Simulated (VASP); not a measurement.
Set up this calculation in VASP 6.6.1, as the native input.

```
Task                   : single point
Functional             : PBE
Potentials or basis    : VASP PAW PBE potentials, release 64 (Na_pv)
Cutoff                 : 520 eV
k mesh                 : 10 × 10 × 6, shifted
Occupations            : tetrahedron
Spin                   : no spin polarisation
Dipole correction      : no
Further INCAR settings : ALGO = Normal; EDIFF = 1e-06; NBANDS = 14; ISYM = 0
```

The structure of Na lies in POSCAR:

```
Na
1.0
    3.7757312171      0.0356730213      0.0000000000
   -1.8569718659      3.2877156626      0.0000000000
    0.0000000000      0.0000000000      6.0336082815
Na
2
Direct
    0.3280603412      0.6719396588      0.2500000000
    0.6719396588      0.3280603412      0.7500000000
```

One way to write it, as run:

INCAR

```
ALGO = Normal
EDIFF = 1E-6
ENCUT = 520
GGA = PE
ISIF = 2
ISMEAR = -4
ISYM = 0
LASPH = T
LCHARG = F
LREAL = F
LWAVE = F
NBANDS = 14
NELM = 80
PREC = Accurate
SIGMA = 0.1
```

KPOINTS

```
Automatic mesh
0
Gamma
  10 10 6
  0.5 0.5 0.5
```

Potentials or basis: VASP PAW PBE potentials, release 64 (Na_pv).

The run is started by

```bash
$ cat potpaw_PBE.64/Na_pv/POTCAR > POTCAR
$ mpirun -np 1 vasp_std > vasp.out
```

Results of the run:

The pressure is 0.0 GPa and the band gap on the k mesh is zero (bands 7 and 8 overlap by 3.52 eV).

It took 79 s on 1 thread of AMD EPYC 9R45 96-Core Processor (Zen 5), with other jobs on the host, peak memory 0.32 GiB.
